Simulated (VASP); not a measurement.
# PrPb5 (F-43m) in VASP: further runs

PrPb5 is run at these levels: PBE; tasks: single point.

Program: VASP 6.6.1. These are calculated values, not measurements. Logs are shortened: lines on timing, memory, paths and dates and some standing lists are left out, and cuts for length are marked.

## Step 1: The cell of the first run

Symmetry: F-43m, No. 216, cubic system. Conventional cell: a = 9.178 Å, b = 9.178 Å, c = 9.178 Å, α = 90.00°, β = 90.00°, γ = 90.00°. Within 5.0 Å of Pr (site symmetry -43m) lie 16 Pb at 3.80 to 3.97 Å. Within 4.2 Å of Pb (site symmetry 3m) lie 9 Pb at 3.23 to 3.81 Å and 3 Pr at 3.80 Å. Within 5.0 Å of Pb (site symmetry -43m) lie 12 Pb at 3.81 Å and 4 Pr at 3.97 Å.

The cell was generated, and may not be a known phase.

## Step 2: Single point, PBE

Input file INCAR:

```
PREC = Accurate
ENCUT = 500
EDIFF = 1E-6
ISMEAR = 0
SIGMA = 0.2
LREAL = False
LASPH = True
NELM = 200
ALGO = Normal
ISIF = 2
LWAVE = False
LCHARG = True
GGA = PE
LELF = True
LVHAR = True
NBANDS = 50
GGA_COMPAT = False
LMAXMIX = 6
```

Input file KPOINTS:

```
regular mesh
0
Gamma
  3 3 3
```

Input file POSCAR:

```
PrPb5
1.0
    0.0000000000      4.5892204300      4.5892204300
    4.5892204300      0.0000000000      4.5892204300
    4.5892204300      4.5892204300      0.0000000000
Pr Pb
1 5
Direct
    0.2500000000      0.2500000000      0.2500000000
    0.3727328175      0.8757557275      0.8757557275
    0.8757557275      0.3727328175      0.8757557275
    0.8757557275      0.8757557275      0.3727328175
    0.8757557275      0.8757557275      0.8757557275
    0.5000000000      0.5000000000      0.5000000000
```

Potentials or basis: VASP PAW PBE potentials, release 64 (Pr_3, Pb_d), 4f in core.

On the command line:

```console
cat potpaw_PBE.64/Pr_3/POTCAR potpaw_PBE.64/Pb_d/POTCAR > POTCAR
mpirun -np 1 vasp_std > vasp.out
```

OUTCAR:

```text
PREC = Accurate
   ENCUT = 500
   EDIFF = 1E-6
   ISMEAR = 0
   LREAL = False
   LASPH = True
   NELM = 200
   ISIF = 2
   GGA = PE

 ion  position               nearest neighbor table
   1  0.250  0.250  0.250-   2 3.80   3 3.80   4 3.80   5 3.80   5 3.80   4 3.80   5 3.80   4 3.80
                             3 3.80   2 3.80   2 3.80   3 3.80   6 3.97   6 3.97   6 3.97   6 3.97
   2  0.373  0.876  0.876-   3 3.23   4 3.23   5 3.23   5 3.26   4 3.26   3 3.26   1 3.80   1 3.80
                             1 3.80   6 3.81   6 3.81   6 3.81
   3  0.876  0.373  0.876-   2 3.23   4 3.23   5 3.23   4 3.26   5 3.26   2 3.26   1 3.80   1 3.80
                             1 3.80   6 3.81   6 3.81   6 3.81
   4  0.876  0.876  0.373-   2 3.23   3 3.23   5 3.23   5 3.26   3 3.26   2 3.26   1 3.80   1 3.80
                             1 3.80   6 3.81   6 3.81   6 3.81
   5  0.876  0.876  0.876-   2 3.23   3 3.23   4 3.23   4 3.26   3 3.26   2 3.26   1 3.80   1 3.80
                             1 3.80   6 3.81   6 3.81   6 3.81
   6  0.500  0.500  0.500-   2 3.81   3 3.81   4 3.81   2 3.81   3 3.81   5 3.81   2 3.81   4 3.81
                             5 3.81   3 3.81   4 3.81   5 3.81   1 3.97   1 3.97   1 3.97   1 3.97

  LATTYP: Found a face centered cubic cell.
 ALAT       =     9.1784408600

  Lattice vectors:

 A1 = (   0.0000000000,   4.5892204300,   4.5892204300)
 A2 = (   4.5892204300,   0.0000000000,   4.5892204300)
 A3 = (   4.5892204300,   4.5892204300,   0.0000000000)

Analysis of symmetry for initial positions (statically):
=====================================================================
 Subroutine PRICEL returns:
 Original cell was already a primitive cell.

 Routine SETGRP: Setting up the symmetry group for a
 face centered cubic supercell.

 Subroutine GETGRP returns: Found 24 space group operations
 (whereof 24 operations were pure point group operations)
 out of a pool of 48 trial point group operations.

The static configuration has the point symmetry T_d .

Analysis of symmetry for dynamics (positions and initial velocities):
=====================================================================
 Subroutine PRICEL returns:
 Original cell was already a primitive cell.

 Routine SETGRP: Setting up the symmetry group for a
 face centered cubic supercell.

 Subroutine GETGRP returns: Found 24 space group operations
 (whereof 24 operations were pure point group operations)
 out of a pool of 48 trial point group operations.

The dynamic configuration has the point symmetry T_d .

 Subroutine INISYM returns: Found 24 space group operations
 (whereof 24 operations are pure point group operations),
 and found     1 'primitive' translations

[... 86 lines left out ...]
   NFREE  =      0    steps in history (QN), initial steepest desc. (CG)
   ISIF   =      2    stress and relaxation
   ISYM   =      2    0-nonsym 1-usesym 2-fastsym
   POTIM  = 0.5000    time-step for ionic-motion
   TEBEG  =    0.0;   TEEND  =   0.0 temperature during run
   PSTRESS=    0.0 pullay stress
   NELECT =      81.0000    total number of electrons
   NUPDOWN=      -1.0000    fix difference up-down
   EMIN   =  10.00;   EMAX   =-10.00  energy-range for DOS
   EFERMI =   0.00;   METHOD = LEGACY
   ISMEAR =     0;   SIGMA  =   0.20  broadening in eV -4-tet -1-fermi 0-gaus
   EFERMI_NEDOS =   21; number of points for ismear=-14 and -15
   IALGO  =     38    algorithm
   IMIX   =      4    mixing-type and parameters
     AMIX     =   0.40;   BMIX     =  1.00
     AMIX_MAG =   1.60;   BMIX_MAG =  1.00
  volume/ion in A,a.u.               =      32.22       217.42
  Fermi-wavevector in a.u.,A,eV,Ry     =   1.225051  2.315011 20.418951  1.500751
  Thomas-Fermi vector in A             =   2.360103
   LORBIT       =      0    0 simple, 1 ext, 2 COOP (PROOUT), +10 PAW based schemes
   GGA     = PE    functional components
   LHFCALC =     F    Hartree Fock is set to
   AEXX    =    0.0000 exact exchange contribution
   IVDW    =     0    specifies the selected vdW correction
   LEPSILON=     F    determine dielectric tensor
   LRPA    =     F    only Hartree local field effects (RPA)
 non-spin polarized calculation
 Gauss-broadening in eV      SIGMA  =   0.20
  energy-cutoff  :      500.00
  volume of cell :      193.31
 maximum number of plane-waves:      4957
   NGX = 23   NGY = 23   NGZ = 23

 number of electron      80.9999997 magnetization

 Free energy of the ion-electron system (eV)
  ---------------------------------------------------
  ext. energy  EPLUGINS =         0.00000000
  ---------------------------------------------------
  free energy    TOTEN  =       -23.47648511 eV

  energy without entropy =      -23.39830894  energy(sigma->0) =      -23.43739703

 E-fermi :   6.3254     XC(G=0):  -9.9171

 val. band max:        6.2764144685   @ k =   0.3333   0.0000   0.0000
 cond. band min:       6.6915137394   @ k =   0.3333   0.0000   0.0000
 fundamental gap:      0.4150992709
 Fermi energy:         6.3253711242

 k-point     1 :       0.0000    0.0000    0.0000
  band No.  band energies     occupation
      1     -31.1460      2.00000
      2     -13.0370      2.00000
      3     -13.0370      2.00000
      4     -13.0370      2.00000
      5     -10.9208      2.00000
      6     -10.7517      2.00000
[... 201 lines left out ...]
     49       9.1728      0.00000
     50       9.6703      0.00000

------------------------ aborting loop because EDIFF is reached ----------------------------------------

  FORCE on cell =-STRESS in cart. coord.  units (eV):
  Direction    XX          YY          ZZ          XY          YZ          ZX
  --------------------------------------------------------------------------------------
  -------------------------------------------------------------------------------------
  Total        0.3047481      0.3047481      0.3047481     -0.0000000      0.0000000     -0.0000000
  in kB        2.5258344      2.5258344      2.5258344     -0.0000000      0.0000000     -0.0000000
  external PRESSURE =       2.5258344 kB  Pullay stress =       0.0000000 kB

 VOLUME and BASIS-vectors are now :
 -----------------------------------------------------------------------------
  energy-cutoff  :      500.00
  volume of cell :      193.31
      direct lattice vectors                 reciprocal lattice vectors
     0.000000000  4.589220430  4.589220430    -0.108950966  0.108950966  0.108950966
     4.589220430  0.000000000  4.589220430     0.108950966 -0.108950966  0.108950966
     4.589220430  4.589220430  0.000000000     0.108950966  0.108950966 -0.108950966

 POSITION                                       TOTAL-FORCE (eV/Angst)
 -----------------------------------------------------------------------------------
      2.29461      2.29461      2.29461        -0.000000     -0.000000     -0.000000
      8.03807      5.72959      5.72959        -0.056189      0.056189      0.056189
      5.72959      8.03807      5.72959         0.056189     -0.056189      0.056189
      5.72959      5.72959      8.03807         0.056189      0.056189     -0.056189
      8.03807      8.03807      8.03807        -0.056189     -0.056189     -0.056189
      4.58922      4.58922      4.58922        -0.000000     -0.000000     -0.000000
 -----------------------------------------------------------------------------------
    total drift:                                0.000000      0.000000      0.000000

  FREE ENERGIE OF THE ION-ELECTRON SYSTEM (eV)
  ---------------------------------------------------
  free  energy   TOTEN  =       -23.4764851138 eV

  energy  without entropy=      -23.3983089449  energy(sigma->0) =      -23.43739703
```

OSZICAR:

```text
N       E                     dE             d eps       ncg     rms          rms(c)
DAV:   1     0.101864362053E+04    0.10186E+04   -0.37413E+04   400   0.182E+03
DAV:   2     0.868467028626E+02   -0.93180E+03   -0.90984E+03   400   0.514E+02
DAV:   3    -0.171128226796E+02   -0.10396E+03   -0.10170E+03   510   0.220E+02
DAV:   4    -0.233930493629E+02   -0.62802E+01   -0.62170E+01   592   0.499E+01
DAV:   5    -0.236445562405E+02   -0.25151E+00   -0.25129E+00   632   0.875E+00    0.402E+00
DAV:   6    -0.235094222343E+02    0.13513E+00   -0.26890E-01   584   0.479E+00    0.214E+00
DAV:   7    -0.234774077794E+02    0.32014E-01   -0.20787E-01   568   0.460E+00    0.407E-01
DAV:   8    -0.234761773244E+02    0.12305E-02   -0.30698E-02   536   0.216E+00    0.126E-01
DAV:   9    -0.234763936152E+02   -0.21629E-03   -0.33597E-03   576   0.675E-01    0.691E-02
DAV:  10    -0.234764908421E+02   -0.97227E-04   -0.73468E-04   560   0.246E-01    0.208E-02
DAV:  11    -0.234764858898E+02    0.49522E-05   -0.54855E-05   624   0.580E-02    0.138E-02
DAV:  12    -0.234764844371E+02    0.14527E-05   -0.95553E-06   438   0.529E-02    0.187E-03
DAV:  13    -0.234764851138E+02   -0.67662E-06   -0.17754E-06   344   0.123E-02
   1 F= -.23476485E+02 E0= -.23437397E+02  d E =-.781762E-01
```

Run time: 37 s. Hardware: 1 thread of Intel Xeon 6975P-C (Granite Rapids), shared host; peak memory 0.31 GiB.

Results:

```
Free energy            : -23.4765 eV
Pressure               : 0.3 GPa
Largest force          : 0.097 eV/Å
Band gap on the k mesh : zero (an odd number of electrons rules out a gap without spin polarisation)
```

Forces on the atoms (eV/Å):
```
Pr   0.000  0.000  0.000
Pb  -0.056  0.056  0.056
Pb   0.056 -0.056  0.056
Pb   0.056  0.056 -0.056
Pb  -0.056 -0.056 -0.056
Pb   0.000  0.000  0.000
```

Levels at points of the mesh, in eV from the Fermi level:
| k point | band 36 | band 37 | band 38 | band 39 | band 40 | band 41 | band 42 | band 43 | band 44 | band 45 |
| --- | --- | --- | --- | --- | --- | --- | --- | --- | --- | --- |
| (0.00, 0.00, 0.00) | -3.12 | -3.12 | -3.12 | -1.85 | -1.85 | 0.42 | 0.42 | 0.42 | 2.01 | 2.56 |

Caveat: the k points lie up to 0.40 Å⁻¹ apart, too coarse for converged energies and pressures of a metal; spin-orbit coupling is left out, which moves the levels of the heavy elements; the 4f electrons are frozen in the core, so they carry no moment and show no levels.

## Step 3: Single point, PBE

This run uses another cell than the first one, of 32.49 Å³/atom.

INCAR: that of step 2 with these lines changed.

```diff
@@ -11,6 +11,4 @@
 LWAVE = False
-LCHARG = True
+LCHARG = False
 GGA = PE
-LELF = True
-LVHAR = True
 NBANDS = 50
```

KPOINTS is that of step 2.

Input file POSCAR:

```
PrPb5
1.0
    0.0000000000      4.6022970448      4.6022970448
    4.6022970448      0.0000000000      4.6022970448
    4.6022970448      4.6022970448      0.0000000000
Pr Pb
1 5
Direct
    0.5000000000      0.5000000000      0.5000000000
    0.8750133702      0.8750133702      0.8750133702
    0.8750133702      0.8750133702      0.3749598895
    0.8750133702      0.3749598895      0.8750133702
    0.3749598895      0.8750133702      0.8750133702
    0.2500000000      0.2500000000      0.2500000000
```

Potentials or basis: VASP PAW PBE potentials, release 64 (Pr_3, Pb_d), 4f in core.

On the command line:

```console
cat potpaw_PBE.64/Pr_3/POTCAR potpaw_PBE.64/Pb_d/POTCAR > POTCAR
mpirun -np 1 vasp_std > vasp.out
```

OUTCAR:

```text
PREC = Accurate
   ENCUT = 500
   EDIFF = 1E-6
   ISMEAR = 0
   LREAL = False
   LASPH = True
   NELM = 200
   ISIF = 2
   GGA = PE

 ion  position               nearest neighbor table
   1  0.500  0.500  0.500-   4 3.82   5 3.82   3 3.82   5 3.82   3 3.82   4 3.82   2 3.82   2 3.82
                             2 3.82   3 3.82   4 3.82   5 3.82   6 3.99   6 3.99   6 3.99   6 3.99
   2  0.875  0.875  0.875-   3 3.25   4 3.25   5 3.25   3 3.25   4 3.25   5 3.25   6 3.82   6 3.82
                             6 3.82   1 3.82   1 3.82   1 3.82
   3  0.875  0.875  0.375-   2 3.25   4 3.25   5 3.25   2 3.25   4 3.25   5 3.25   6 3.82   6 3.82
                             6 3.82   1 3.82   1 3.82   1 3.82
[... 402 lines left out ...]
  Total       -0.1599541     -0.1599541     -0.1599541      0.0000000      0.0000000     -0.0000000
  in kB       -1.3144738     -1.3144738     -1.3144738      0.0000000      0.0000000     -0.0000000
  external PRESSURE =      -1.3144738 kB  Pullay stress =       0.0000000 kB

 VOLUME and BASIS-vectors are now :
 -----------------------------------------------------------------------------
  energy-cutoff  :      500.00
  volume of cell :      194.96
      direct lattice vectors                 reciprocal lattice vectors
     0.000000000  4.602297045  4.602297045    -0.108641401  0.108641401  0.108641401
     4.602297045  0.000000000  4.602297045     0.108641401 -0.108641401  0.108641401
     4.602297045  4.602297045  0.000000000     0.108641401  0.108641401 -0.108641401

 POSITION                                       TOTAL-FORCE (eV/Angst)
 -----------------------------------------------------------------------------------
      4.60230      4.60230      4.60230         0.000000      0.000000      0.000000
      8.05414      8.05414      8.05414        -0.037793     -0.037793     -0.037793
      5.75275      5.75275      8.05414         0.037793      0.037793     -0.037793
      5.75275      8.05414      5.75275         0.037793     -0.037793      0.037793
      8.05414      5.75275      5.75275        -0.037793      0.037793      0.037793
      2.30115      2.30115      2.30115         0.000000      0.000000      0.000000
 -----------------------------------------------------------------------------------
    total drift:                               -0.000001     -0.000001     -0.000001

  FREE ENERGIE OF THE ION-ELECTRON SYSTEM (eV)
  ---------------------------------------------------
  free  energy   TOTEN  =       -23.4783169662 eV

  energy  without entropy=      -23.3991044071  energy(sigma->0) =      -23.43871069
```

OSZICAR:

```text
N       E                     dE             d eps       ncg     rms          rms(c)
DAV:   1     0.102226001919E+04    0.10223E+04   -0.37432E+04   400   0.181E+03
DAV:   2     0.898404935536E+02   -0.93242E+03   -0.91097E+03   400   0.511E+02
DAV:   3    -0.166909654467E+02   -0.10653E+03   -0.10417E+03   492   0.218E+02
DAV:   4    -0.231940923049E+02   -0.65031E+01   -0.64156E+01   576   0.519E+01
DAV:   5    -0.236397493413E+02   -0.44566E+00   -0.44421E+00   592   0.975E+00    0.399E+00
DAV:   6    -0.235109556605E+02    0.12879E+00   -0.28551E-01   640   0.471E+00    0.213E+00
DAV:   7    -0.234792836602E+02    0.31672E-01   -0.20056E-01   576   0.449E+00    0.388E-01
DAV:   8    -0.234780177024E+02    0.12660E-02   -0.28412E-02   528   0.211E+00    0.121E-01
DAV:   9    -0.234782047548E+02   -0.18705E-03   -0.32767E-03   544   0.709E-01    0.645E-02
DAV:  10    -0.234783195609E+02   -0.11481E-03   -0.85430E-04   560   0.262E-01    0.212E-02
DAV:  11    -0.234783169198E+02    0.26411E-05   -0.66155E-05   608   0.664E-02    0.121E-02
DAV:  12    -0.234783161931E+02    0.72670E-06   -0.15783E-05   512   0.725E-02    0.252E-03
DAV:  13    -0.234783169662E+02   -0.77316E-06   -0.19441E-06   360   0.149E-02
   1 F= -.23478317E+02 E0= -.23438711E+02  d E =-.792126E-01
```

Wall time 45 s (1 thread of Intel Xeon 6975P-C (Granite Rapids), shared host); peak memory 0.31 GiB.

What came out:

```
Free energy            : -23.4783 eV
Pressure               : -0.1 GPa
Band gap on the k mesh : zero (an odd number of electrons rules out a gap without spin polarisation)
```

Caveat: the k points lie up to 0.39 Å⁻¹ apart, too coarse for converged energies and pressures of a metal; spin-orbit coupling is left out, which moves the levels of the heavy elements; the 4f electrons are frozen in the core, so they carry no moment and show no levels.

The gap in the log of VASP goes by the Fermi energy; the results here count the filled bands.